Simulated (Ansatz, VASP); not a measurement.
**Two plane-wave programs on SiC**

The input INCAR:

```
ALGO = Normal ; EDIFF = 1E-7
ENCUT = 520 ; ISIF = 2
ISMEAR = 0 ; LASPH = T
LCHARG = F ; LREAL = F
LWAVE = F ; NBANDS = 11
NELM = 80 ; PREC = Accurate
SIGMA = 0.05
```

Contents of KPOINTS:

```
k-points
0
Gamma
  12 12 12
```

File POSCAR:

```
SiC
1.0
    0.8500608473      2.6716198057      2.6716198057
    2.6716198057      0.8500608473      2.6716198057
    2.6716198057      2.6716198057      0.8500608473
Si C
1 1
Direct
    0.0000000000      0.0000000000      0.0000000000
    0.7500000000      0.7500000000      0.7500000000
```

Input for Ansatz:

```yaml
crystal:
  lattice:
    - [0.8500608473, 2.6716198057, 2.6716198057]
    - [2.6716198057, 0.8500608473, 2.6716198057]
    - [2.6716198057, 2.6716198057, 0.8500608473]
  atoms:
    - { symbol: Si, position: [0.0, 0.0, 0.0] }
    - { symbol: C, position: [0.75, 0.75, 0.75] }
basis:
  ecutwfc: 420
kpoints:
  mp_grid: { grid: [12, 12, 12] }
hamiltonian:
  xc: lda
scf:
  occupations: { method: gaussian, width: 0.05 }
output:
  forces: true
  stress: true
  eigenvalues: true
```

Alike in both runs: task single point; functional LDA; k mesh 12 × 12 × 12; occupations gaussian, width 0.05 eV; no spin polarisation.

|  | VASP | Ansatz |
| --- | --- | --- |
| version | VASP 6.6.1 | Ansatz 0.2.0 |
| potentials or method | VASP PAW LDA potentials, release 64 (Si, C), cutoff 520 eV | scalar-relativistic, plane waves, PAW |
| valence electrons in the cell | 8 | 8 |

```csv
,VASP,Ansatz,Ansatz less VASP
gap on the k mesh at the Fermi level (eV),none,none,-
rms of the force components (eV/Å),0.778,0.733,-0.0446
```

LDA's correlation is that of Perdew and Zunger in VASP and of Perdew and Wang (1992) in Ansatz. Atom by atom the forces differ by 0.045 eV/Å (rms over components). A gap of «none» marks a metal or a gap that the smearing closes.
